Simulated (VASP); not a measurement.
# SiC (F-43m) in VASP: notebook, part 2 of 2

VASP 6.6.1. Earlier steps stand in the parts before.

**3. Single point, LDA**

This run uses another cell than the first one, of 10.27 Å³/atom, 1.013 times its volume.

Input file INCAR:

```
PREC = Accurate
ENCUT = 600
EDIFF = 1E-6
ISMEAR = 0
SIGMA = 0.1
LREAL = F
LASPH = T
NELM = 120
ALGO = Normal
ISIF = 2
LWAVE = F
LCHARG = F
NBANDS = 11
GGA_COMPAT = F
```

Input file KPOINTS:

```
Automatic mesh
0
Gamma
  8 8 8
```

Input file POSCAR:

```
SiC
1.0
    0.0000000000      2.1740000000      2.1740000000
    2.1740000000      0.0000000000      2.1740000000
    2.1740000000      2.1740000000      0.0000000000
Si C
1 1
Direct
    0.0000000000      0.0000000000      0.0000000000
    0.7500000000      0.7500000000      0.7500000000
```

Potentials or basis: VASP PAW LDA potentials, release 64 (Si, C).

Run with:

```sh
cat potpaw_LDA.64/Si/POTCAR potpaw_LDA.64/C/POTCAR > POTCAR
mpirun -np 1 vasp_std > vasp.out
```

OUTCAR:

```text
PREC = Accurate
   ENCUT = 600
   EDIFF = 1E-6
   ISMEAR = 0
   LREAL = F
   LASPH = T
   NELM = 120
   ISIF = 2

 ion  position               nearest neighbor table
   1  0.000  0.000  0.000-   2 1.88   2 1.88   2 1.88   2 1.88
   2  0.750  0.750  0.750-   1 1.88   1 1.88   1 1.88   1 1.88

  LATTYP: Found a face centered cubic cell.
 ALAT       =     4.3480000000

  Lattice vectors:

 A1 = (   0.0000000000,   2.1740000000,   2.1740000000)
 A2 = (   2.1740000000,   0.0000000000,   2.1740000000)
 A3 = (   2.1740000000,   2.1740000000,   0.0000000000)

Analysis of symmetry for initial positions (statically):
=====================================================================
 Subroutine PRICEL returns:
 Original cell was already a primitive cell.

 Routine SETGRP: Setting up the symmetry group for a
 face centered cubic supercell.

 Subroutine GETGRP returns: Found 24 space group operations
 (whereof 24 operations were pure point group operations)
 out of a pool of 48 trial point group operations.

The static configuration has the point symmetry T_d .

Analysis of symmetry for dynamics (positions and initial velocities):
=====================================================================
 Subroutine PRICEL returns:
 Original cell was already a primitive cell.

 Routine SETGRP: Setting up the symmetry group for a
 face centered cubic supercell.

 Subroutine GETGRP returns: Found 24 space group operations
 (whereof 24 operations were pure point group operations)
 out of a pool of 48 trial point group operations.

The dynamic configuration has the point symmetry T_d .

 Subroutine INISYM returns: Found 24 space group operations
 (whereof 24 operations are pure point group operations),
 and found     1 'primitive' translations

----------------------------------------------------------------------------------------

                                     Primitive cell

  volume of cell :      20.5498

  direct lattice vectors                    reciprocal lattice vectors
     0.000000000  2.174000000  2.174000000    -0.229990800  0.229990800  0.229990800
     2.174000000  0.000000000  2.174000000     0.229990800 -0.229990800  0.229990800
     2.174000000  2.174000000  0.000000000     0.229990800  0.229990800 -0.229990800

  length of vectors
     3.074500285  3.074500285  3.074500285     0.398355752  0.398355752  0.398355752

  position of ions in fractional coordinates (direct lattice)
     0.000000000  0.000000000  0.000000000
     0.750000000  0.750000000  0.750000000

  ion indices of the primitive-cell ions
   primitive index   ion index
                 1           1
                 2           2

----------------------------------------------------------------------------------------

 KPOINTS: Automatic mesh

Automatic generation of k-mesh.
 Grid dimensions read from file:
 generate k-points for:    8    8    8

 Generating k-lattice:

  Cartesian coordinates                     Fractional coordinates (reciprocal lattice)
    -0.028748850  0.028748850  0.028748850     0.125000000  0.000000000  0.000000000
     0.028748850 -0.028748850  0.028748850     0.000000000  0.125000000  0.000000000
     0.028748850  0.028748850 -0.028748850     0.000000000  0.000000000  0.125000000

  Length of vectors
     0.049794469  0.049794469  0.049794469

  Shift w.r.t. Gamma in fractional coordinates (k-lattice)
     0.000000000  0.000000000  0.000000000

 Subroutine IBZKPT returns following result:
 ===========================================

 Found     29 irreducible k-points:

 Following reciprocal coordinates:
            Coordinates               Weight
  0.000000  0.000000  0.000000      1.000000
  0.125000  0.000000  0.000000      8.000000
  0.250000  0.000000  0.000000      8.000000
  0.375000  0.000000  0.000000      8.000000
  0.500000  0.000000  0.000000      4.000000
  0.125000  0.125000  0.000000      6.000000
[... 16 lines left out ...]
  0.500000  0.250000  0.125000     48.000000
 -0.375000  0.250000  0.125000     24.000000
 [... further k-points ...]
   k-points           NKPTS =     29   k-points in BZ     NKDIM =     29   number of bands    NBANDS=     11
   number of dos      NEDOS =    301   number of ions     NIONS =      2
   total plane-waves  NPLWV =  21952
   dimension x,y,z NGX =    28 NGY =   28 NGZ =   28
   dimension x,y,z NGXF=    56 NGYF=   56 NGZF=   56
   ions per type =               1   1
   NGX,Y,Z   is equivalent  to a cutoff of  15.14, 15.14, 15.14 a.u.
   NGXF,Y,Z  is equivalent  to a cutoff of  30.28, 30.28, 30.28 a.u.
 SYSTEM =  unknown system
   PREC   = accura    normal or accurate (medium, high low for compatibility)
   ISTART =      0    job   : 0-new  1-cont  2-samecut
   ICHARG =      2    charge: 1-file 2-atom 10-const
   ISPIN  =      1    spin polarized calculation?
   LNONCOLLINEAR =      F non collinear calculations
   LSORBIT =      F    spin-orbit coupling
   LASPH  =      T    aspherical Exc in radial PAW
   ENCUT  =  600.0 eV  44.10 Ry    6.64 a.u.   6.14  6.14  6.14*2*pi/ulx,y,z
   NELM   =    120;   NELMIN=  2; NELMDL= -5     # of ELM steps
   EDIFF  = 0.1E-05   stopping-criterion for ELM
   LREAL  =      F    real-space projection
   EDIFFG = 0.1E-04   stopping-criterion for IOM
   NSW    =      0    number of steps for IOM
   IBRION =     -1    ionic relax: 0-MD 1-quasi-New 2-CG
   NFREE  =      0    steps in history (QN), initial steepest desc. (CG)
   ISIF   =      2    stress and relaxation
   ISYM   =      2    0-nonsym 1-usesym 2-fastsym
   POTIM  = 0.5000    time-step for ionic-motion
   TEBEG  =    0.0;   TEEND  =   0.0 temperature during run
   PSTRESS=    0.0 pullay stress
   NELECT =       8.0000    total number of electrons
   NUPDOWN=      -1.0000    fix difference up-down
   EMIN   =  10.00;   EMAX   =-10.00  energy-range for DOS
   EFERMI =   0.00;   METHOD = LEGACY
   ISMEAR =     0;   SIGMA  =   0.10  broadening in eV -4-tet -1-fermi 0-gaus
   EFERMI_NEDOS =   21; number of points for ismear=-14 and -15
   IALGO  =     38    algorithm
   IMIX   =      4    mixing-type and parameters
     AMIX     =   0.40;   BMIX     =  1.00
     AMIX_MAG =   1.60;   BMIX_MAG =  1.00
  volume/ion in A,a.u.               =      10.27        69.34
  Fermi-wavevector in a.u.,A,eV,Ry     =   1.195369  2.258920 19.441458  1.428907
  Thomas-Fermi vector in A             =   2.331336
   LORBIT       =      0    0 simple, 1 ext, 2 COOP (PROOUT), +10 PAW based schemes
   GGA     = CA    functional components
   LHFCALC =     F    Hartree Fock is set to
   AEXX    =    0.0000 exact exchange contribution
   IVDW    =     0    specifies the selected vdW correction
   LEPSILON=     F    determine dielectric tensor
   LRPA    =     F    only Hartree local field effects (RPA)
 non-spin polarized calculation
 Gauss-broadening in eV      SIGMA  =   0.10
  energy-cutoff  :      600.00
  volume of cell :       20.55
 maximum number of plane-waves:       701
 NGX is ok and might be reduce to    28
   NGX = 13   NGY = 13   NGZ = 13

 number of electron       8.0000000 magnetization

 Free energy of the ion-electron system (eV)
  ---------------------------------------------------
  ext. energy  EPLUGINS =         0.00000000
  ---------------------------------------------------
  free energy    TOTEN  =       -16.64175878 eV

  energy without entropy =      -16.64175878  energy(sigma->0) =      -16.64175878

 E-fermi :   8.5646     XC(G=0): -11.5858

 val. band max:        8.1402788795   @ k =   0.0000   0.0000   0.0000
 cond. band min:       9.4386704759   @ k =   0.5000   0.5000   0.0000
 fundamental gap:      1.2983915964
 Fermi energy:         8.5646341613

 k-point     1 :       0.0000    0.0000    0.0000
  band No.  band energies     occupation
      1      -7.2296      2.00000
      2       8.1403      2.00000
      3       8.1403      2.00000
      4       8.1403      2.00000
      5      14.5127      0.00000
      6      15.3793      0.00000
      7      15.3793      0.00000
      8      15.3793      0.00000
      9      22.6398      0.00000
     10      22.6398      0.00000
     11      24.4174      0.00000
[... 309 lines left out ...]
 k-point    24 :      -0.3750    0.2500    0.1250
  band No.  band energies     occupation
      1      -2.9234      2.00000
      2       0.2654      2.00000
      3       4.4199      2.00000
      4       5.8604      2.00000
      5      13.3139      0.00000
      6      15.3824      0.00000
      7      18.2246      0.00000
      8      19.0592      0.00000
      9      21.4650      0.00000
     10      24.2809      0.00000
     11      27.3562      0.00000

 [... further k-points ...]
[... 5 lines left out ...]
  --------------------------------------------------------------------------------------
  -------------------------------------------------------------------------------------
  Total       -0.3443772     -0.3443772     -0.3443772      0.0000000      0.0000000      0.0000000
  in kB      -26.8495094    -26.8495094    -26.8495094      0.0000000      0.0000000      0.0000000
  external PRESSURE =     -26.8495094 kB  Pullay stress =       0.0000000 kB

 VOLUME and BASIS-vectors are now :
 -----------------------------------------------------------------------------
  energy-cutoff  :      600.00
  volume of cell :       20.55
      direct lattice vectors                 reciprocal lattice vectors
     0.000000000  2.174000000  2.174000000    -0.229990800  0.229990800  0.229990800
     2.174000000  0.000000000  2.174000000     0.229990800 -0.229990800  0.229990800
     2.174000000  2.174000000  0.000000000     0.229990800  0.229990800 -0.229990800

 POSITION                                       TOTAL-FORCE (eV/Angst)
 -----------------------------------------------------------------------------------
      0.00000      0.00000      0.00000         0.000000      0.000000      0.000000
      3.26100      3.26100      3.26100        -0.000000     -0.000000     -0.000000
 -----------------------------------------------------------------------------------
    total drift:                                0.000000      0.000000      0.000000

  FREE ENERGIE OF THE ION-ELECTRON SYSTEM (eV)
  ---------------------------------------------------
  free  energy   TOTEN  =       -16.6417587764 eV

  energy  without entropy=      -16.6417587764  energy(sigma->0) =      -16.64175878
```

Run time: 15 s. Hardware: 1 thread of AMD EPYC 7R13, shared host; peak memory 0.1 GiB.

Results:

```
Free energy            : -16.6418 eV
Pressure               : -2.7 GPa
Band gap on the k mesh : 1.30 eV, indirect (least direct gap 4.51 eV)
```

**4. Comparison with measurements**

Step 2. A measured gap of SiC is 2.4 eV (indirect; quoted in “Insight into the structural, elastic and electronic properties of a new orthorhombic 6O-SiC polytype”, 2020, pmc:7200658); the calculated 1.29 eV misses it by -1.11 eV. The value is that of LDA on a finite k mesh, which can miss the band edges, without temperature or zero-point motion. Semilocal functionals fall short of measured gaps as a rule.

Step 3. A measured gap of SiC is 2.4 eV (indirect; quoted in “Insight into the structural, elastic and electronic properties of a new orthorhombic 6O-SiC polytype”, 2020, pmc:7200658); the calculated 1.30 eV misses it by -1.10 eV. The value is that of LDA on a finite k mesh, which can miss the band edges, without temperature or zero-point motion. Semilocal functionals fall short of measured gaps as a rule.
